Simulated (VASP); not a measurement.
# SnSe (P4/nmm) in VASP: single point with PBE+D3(BJ)

Aim: the single point of SnSe with PBE+D3(BJ).

Everything below comes from runs of VASP 6.6.1. Logs are shortened: lines on timing, memory, paths and dates and some standing lists are left out, and cuts for length are marked.

### Step 1. The cell of the first run

The typed cell holds 4 atoms: a = 4.222 Å, b = 4.222 Å, c = 5.971 Å, α = 90.00°, β = 90.00°, γ = 90.00°.

### Step 2. Single point, PBE+D3(BJ)

INCAR

```
SYSTEM = SnSe
ALGO = Normal
EDIFF = 1E-6
ENCUT = 520
GGA = PE
ISIF = 2
ISMEAR = 0
IVDW = 12
LASPH = .TRUE.
LCHARG = .FALSE.
LREAL = .FALSE.
LWAVE = .FALSE.
NBANDS = 28
NELM = 100
PREC = Accurate
SIGMA = 0.03
```

KPOINTS

```
k-points
0
G
  8 8 6
  0 0 0
```

POSCAR

```
SnSe
1.0
    4.2220108060      0.0000000000      0.0000000000
    0.0000000000      4.2220108060      0.0000000000
    0.0000000000      0.0000000000      5.9710971824
Sn Se
2 2
Direct
    0.5000000000      0.0000000000      0.2500887432
    0.0000000000      0.5000000000      0.7499112568
    0.5000000000      0.0000000000      0.7499352227
    0.0000000000      0.5000000000      0.2500647773
```

Potentials or basis: VASP PAW PBE potentials, release 64 (Sn_d, Se).

Command:

```sh
> cat potpaw_PBE.64/Sn_d/POTCAR potpaw_PBE.64/Se/POTCAR > POTCAR
> mpirun -np 1 vasp_std > vasp.out
```

OUTCAR:

```text
SYSTEM = SnSe
   EDIFF = 1E-6
   ENCUT = 520
   GGA = PE
   ISIF = 2
   ISMEAR = 0
   IVDW = 12
   LASPH = .TRUE.
   LREAL = .FALSE.
   NELM = 100
   PREC = Accurate
 IVDW          = 12

 ion  position               nearest neighbor table
   1  0.500  0.000  0.250-   3 2.98   4 2.99   4 2.99   4 2.99   4 2.99   3 2.99
   2  0.000  0.500  0.750-   4 2.98   3 2.99   3 2.99   3 2.99   3 2.99   4 2.99
   3  0.500  0.000  0.750-   1 2.98   2 2.99   2 2.99   2 2.99   2 2.99   1 2.99
   4  0.000  0.500  0.250-   2 2.98   1 2.99   1 2.99   1 2.99   1 2.99   2 2.99

  LATTYP: Found a simple tetragonal cell.
 ALAT       =     4.2220108060
 C/A-ratio  =     1.4142780435

  Lattice vectors:

 A1 = (   4.2220108060,   0.0000000000,   0.0000000000)
 A2 = (   0.0000000000,   4.2220108060,   0.0000000000)
 A3 = (   0.0000000000,   0.0000000000,   5.9710971824)

Analysis of symmetry for initial positions (statically):
=====================================================================
 Subroutine PRICEL returns:
 Original cell was already a primitive cell.

 Routine SETGRP: Setting up the symmetry group for a
 simple tetragonal supercell.

 Subroutine GETGRP returns: Found 16 space group operations
 (whereof  8 operations were pure point group operations)
 out of a pool of 16 trial point group operations.

The static configuration has the point symmetry D_2d.
 The point group associated with its full space group is D_4h.

Analysis of symmetry for dynamics (positions and initial velocities):
=====================================================================
 Subroutine PRICEL returns:
 Original cell was already a primitive cell.

 Routine SETGRP: Setting up the symmetry group for a
 simple tetragonal supercell.

 Subroutine GETGRP returns: Found 16 space group operations
 (whereof  8 operations were pure point group operations)
 out of a pool of 16 trial point group operations.

The dynamic configuration has the point symmetry D_2d.
 The point group associated with its full space group is D_4h.

 Subroutine INISYM returns: Found 16 space group operations
 (whereof  8 operations are pure point group operations),
 and found     1 'primitive' translations

----------------------------------------------------------------------------------------

                                     Primitive cell

  volume of cell :     106.4370

  direct lattice vectors                    reciprocal lattice vectors
     4.222010806  0.000000000  0.000000000     0.236853965  0.000000000  0.000000000
     0.000000000  4.222010806  0.000000000     0.000000000  0.236853965  0.000000000
     0.000000000  0.000000000  5.971097182     0.000000000  0.000000000  0.167473409

  length of vectors
     4.222010806  4.222010806  5.971097182     0.236853965  0.236853965  0.167473409

  position of ions in fractional coordinates (direct lattice)
     0.500000000  0.000000000  0.250088743
     0.000000000  0.500000000  0.749911257
     0.500000000  0.000000000  0.749935223
     0.000000000  0.500000000  0.250064777

  ion indices of the primitive-cell ions
   primitive index   ion index
                 1           1
                 2           2
                 3           3
                 4           4

----------------------------------------------------------------------------------------

 KPOINTS: k-points

Automatic generation of k-mesh.
 Grid dimensions read from file:
 generate k-points for:    8    8    6

 Generating k-lattice:

  Cartesian coordinates                     Fractional coordinates (reciprocal lattice)
     0.029606746  0.000000000  0.000000000     0.125000000  0.000000000  0.000000000
     0.000000000  0.029606746  0.000000000     0.000000000  0.125000000  0.000000000
     0.000000000  0.000000000  0.027912235     0.000000000  0.000000000  0.166666667

  Length of vectors
     0.029606746  0.029606746  0.027912235

  Shift w.r.t. Gamma in fractional coordinates (k-lattice)
     0.000000000  0.000000000  0.000000000

 Subroutine IBZKPT returns following result:
 ===========================================

 Found     60 irreducible k-points:

 Following reciprocal coordinates:
            Coordinates               Weight
  0.000000  0.000000  0.000000      1.000000
  0.125000  0.000000  0.000000      4.000000
  0.250000  0.000000  0.000000      4.000000
  0.375000  0.000000  0.000000      4.000000
  0.500000  0.000000  0.000000      2.000000
  0.125000  0.125000  0.000000      4.000000
[... 16 lines left out ...]
  0.375000  0.125000  0.166667     16.000000
  0.500000  0.125000  0.166667      8.000000
 [... further k-points ...]
   k-points           NKPTS =     60   k-points in BZ     NKDIM =     60   number of bands    NBANDS=     28
   number of dos      NEDOS =    301   number of ions     NIONS =      4
   total plane-waves  NPLWV =  49152
   dimension x,y,z NGX =    32 NGY =   32 NGZ =   48
   dimension x,y,z NGXF=    64 NGYF=   64 NGZF=   96
   ions per type =               2   2
   NGX,Y,Z   is equivalent  to a cutoff of  12.60, 12.60, 13.36 a.u.
   NGXF,Y,Z  is equivalent  to a cutoff of  25.20, 25.20, 26.73 a.u.
 SYSTEM =  SnSe
   PREC   = accura    normal or accurate (medium, high low for compatibility)
   ISTART =      0    job   : 0-new  1-cont  2-samecut
   ICHARG =      2    charge: 1-file 2-atom 10-const
   ISPIN  =      1    spin polarized calculation?
   LNONCOLLINEAR =      F non collinear calculations
   LSORBIT =      F    spin-orbit coupling
   LASPH  =      T    aspherical Exc in radial PAW
   ENCUT  =  520.0 eV  38.22 Ry    6.18 a.u.   7.85  7.85 11.10*2*pi/ulx,y,z
   NELM   =    100;   NELMIN=  2; NELMDL= -5     # of ELM steps
   EDIFF  = 0.1E-05   stopping-criterion for ELM
   LREAL  =      F    real-space projection
[... 7 lines left out ...]
   TEBEG  =    0.0;   TEEND  =   0.0 temperature during run
   PSTRESS=    0.0 pullay stress
   NELECT =      40.0000    total number of electrons
   NUPDOWN=      -1.0000    fix difference up-down
   EMIN   =  10.00;   EMAX   =-10.00  energy-range for DOS
   EFERMI =   0.00;   METHOD = LEGACY
   ISMEAR =     0;   SIGMA  =   0.03  broadening in eV -4-tet -1-fermi 0-gaus
   EFERMI_NEDOS =   21; number of points for ismear=-14 and -15
   IALGO  =     38    algorithm
   IMIX   =      4    mixing-type and parameters
     AMIX     =   0.40;   BMIX     =  1.00
     AMIX_MAG =   1.60;   BMIX_MAG =  1.00
  volume/ion in A,a.u.               =      26.61       179.57
  Fermi-wavevector in a.u.,A,eV,Ry     =   1.181401  2.232524 18.989755  1.395708
  Thomas-Fermi vector in A             =   2.317675
   LORBIT       =      0    0 simple, 1 ext, 2 COOP (PROOUT), +10 PAW based schemes
   GGA     = PE    functional components
   LHFCALC =     F    Hartree Fock is set to
   AEXX    =    0.0000 exact exchange contribution
   IVDW    =    12    specifies the selected vdW correction
   LEPSILON=     F    determine dielectric tensor
   LRPA    =     F    only Hartree local field effects (RPA)
 non-spin polarized calculation
 Gauss-broadening in eV      SIGMA  =   0.03
  energy-cutoff  :      520.00
  volume of cell :      106.44
 maximum number of plane-waves:      2916
 NGX is ok and might be reduce to    32
   NGX = 15   NGY = 15   NGZ = 23

 number of electron      40.0000003 magnetization

 Free energy of the ion-electron system (eV)
  ---------------------------------------------------
  ext. energy  EPLUGINS =         0.00000000
  ---------------------------------------------------
  free energy    TOTEN  =       -16.40058070 eV

  energy without entropy =      -16.40058070  energy(sigma->0) =      -16.40058070

 E-fermi :   6.0298     XC(G=0):  -9.7102

 val. band max:        5.8490901254   @ k =   0.5000   0.0000   0.3333
 cond. band min:       6.2454662763   @ k =   0.5000   0.0000   0.3333
 fundamental gap:      0.3963761509
 Fermi energy:         6.0298228419

 k-point     1 :       0.0000    0.0000    0.0000
  band No.  band energies     occupation
      1     -15.7658      2.00000
      2     -15.7413      2.00000
      3     -15.7346      2.00000
      4     -15.7346      2.00000
      5     -15.7341      2.00000
      6     -15.7335      2.00000
[... 20 lines left out ...]
     27      11.6998      0.00000
     28      11.7002      0.00000

 k-point     2 :       0.1250    0.0000    0.0000
  band No.  band energies     occupation
      1     -15.7633      2.00000
      2     -15.7394      2.00000
      3     -15.7345      2.00000
      4     -15.7342      2.00000
      5     -15.7338      2.00000
      6     -15.7338      2.00000
[... 20 lines left out ...]
     27      11.6605      0.00000
     28      11.8059      0.00000

 k-point     3 :       0.2500    0.0000    0.0000
  band No.  band energies     occupation
      1     -15.7574      2.00000
      2     -15.7360      2.00000
      3     -15.7360      2.00000
      4     -15.7341      2.00000
      5     -15.7339      2.00000
      6     -15.7316      2.00000
[... 20 lines left out ...]
     27      11.3164      0.00000
     28      11.9271      0.00000

 k-point     4 :       0.3750    0.0000    0.0000
  band No.  band energies     occupation
      1     -15.7504      2.00000
      2     -15.7392      2.00000
      3     -15.7378      2.00000
      4     -15.7346      2.00000
      5     -15.7323      2.00000
      6     -15.7283      2.00000
[... 20 lines left out ...]
     27      12.5480      0.00000
     28      12.7299      0.00000

 k-point     5 :       0.5000    0.0000    0.0000
  band No.  band energies     occupation
      1     -15.7441      2.00000
      2     -15.7441      2.00000
      3     -15.7375      2.00000
      4     -15.7375      2.00000
      5     -15.7293      2.00000
      6     -15.7293      2.00000
[... 20 lines left out ...]
     27      13.4414      0.00000
     28      13.4475      0.00000

 k-point     6 :       0.1250    0.1250    0.0000
  band No.  band energies     occupation
      1     -15.7613      2.00000
      2     -15.7375      2.00000
      3     -15.7363      2.00000
      4     -15.7357      2.00000
      5     -15.7321      2.00000
      6     -15.7318      2.00000
[... 463 lines left out ...]
      5     -15.7346      2.00000
      6     -15.7315      2.00000
[... 20 lines left out ...]
     27      11.4494      0.00000
     28      11.6237      0.00000

 k-point    22 :       0.2500    0.1250    0.1667
  band No.  band energies     occupation
      1     -15.7544      2.00000
      2     -15.7401      2.00000
      3     -15.7349      2.00000
      4     -15.7345      2.00000
      5     -15.7330      2.00000
      6     -15.7316      2.00000
[... 20 lines left out ...]
     27      11.0797      0.00000
     28      11.9910      0.00000

 k-point    23 :       0.3750    0.1250    0.1667
  band No.  band energies     occupation
      1     -15.7501      2.00000
      2     -15.7441      2.00000
      3     -15.7357      2.00000
      4     -15.7354      2.00000
      5     -15.7341      2.00000
      6     -15.7284      2.00000
[... 20 lines left out ...]
     27      11.3007      0.00000
     28      13.0095      0.00000

 k-point    24 :       0.5000    0.1250    0.1667
  band No.  band energies     occupation
      1     -15.7471      2.00000
      2     -15.7471      2.00000
      3     -15.7364      2.00000
      4     -15.7364      2.00000
      5     -15.7318      2.00000
      6     -15.7318      2.00000
[... 20 lines left out ...]
     27      12.0279      0.00000
     28      12.0279      0.00000

 [... further k-points ...]

------------------------ aborting loop because EDIFF is reached ----------------------------------------

 Edisp (eV)   -1.44936

 E8    (eV) :    -0.6531

  FORCE on cell =-STRESS in cart. coord.  units (eV):
  Direction    XX          YY          ZZ          XY          YZ          ZX
  --------------------------------------------------------------------------------------
  -------------------------------------------------------------------------------------
  Total       0.06903     0.06903     0.08448     0.00000     0.00000     0.00000
  in kB       1.03912     1.03912     1.27163     0.00000     0.00000     0.00000
  external pressure =        1.12 kB  Pullay stress =        0.00 kB

 VOLUME and BASIS-vectors are now :
 -----------------------------------------------------------------------------
  energy-cutoff  :      520.00
  volume of cell :      106.44
      direct lattice vectors                 reciprocal lattice vectors
     4.222010806  0.000000000  0.000000000     0.236853965  0.000000000  0.000000000
     0.000000000  4.222010806  0.000000000     0.000000000  0.236853965  0.000000000
     0.000000000  0.000000000  5.971097182     0.000000000  0.000000000  0.167473409

 POSITION                                       TOTAL-FORCE (eV/Angst)
 -----------------------------------------------------------------------------------
      2.11101      0.00000      1.49330        -0.000000      0.000000     -0.000866
      0.00000      2.11101      4.47779         0.000000      0.000000      0.000866
      2.11101      0.00000      4.47794        -0.000000      0.000000      0.000709
      0.00000      2.11101      1.49316         0.000000      0.000000     -0.000709
 -----------------------------------------------------------------------------------
    total drift:                                0.000000      0.000000      0.000000

  FREE ENERGIE OF THE ION-ELECTRON SYSTEM (eV)
  ---------------------------------------------------
  free  energy   TOTEN  =       -17.8499390789 eV

  energy  without entropy=      -17.8499390789  energy(sigma->0) =      -17.84993908
```

Wall time 60 s (1 thread of Intel Xeon 6975P-C (Granite Rapids), shared host); peak memory 0.3 GiB.

What came out:

```yaml
Free_energy: -17.8499 eV
Pressure: 0.1 GPa
Band_gap_on_the_k_mesh: 0.40 eV
Dispersion_energy_per_atom: -0.362 eV
```

Levels at points of the mesh, in eV from the valence-band top:
```tsv
k point	band 17	band 18	band 19	band 20	band 21	band 22	band 23	band 24
(0.00, 0.00, 0.00)	-3.74	-2.24	-2.24	-2.24	2.96	4.43	4.43	4.43
(0.50, 0.00, 0.00)	-2.13	-2.13	-0.58	-0.58	1.26	1.26	1.77	1.77
(0.50, 0.50, 0.00)	-3.74	-3.74	-3.74	-3.74	2.96	2.96	5.50	5.50
(0.00, 0.00, 0.50)	-3.07	-3.07	-1.70	-1.69	2.19	2.20	3.88	3.88
(0.50, 0.00, 0.50)	-1.99	-1.99	0.00	0.00	0.69	0.69	1.25	1.25
(0.50, 0.50, 0.50)	-4.84	-4.84	-0.79	-0.79	1.53	1.53	4.83	4.83
```

Caveat: semilocal functionals underestimate gaps, and a narrow one can read as zero; spin-orbit coupling is left out, which moves the levels of the heavy elements.
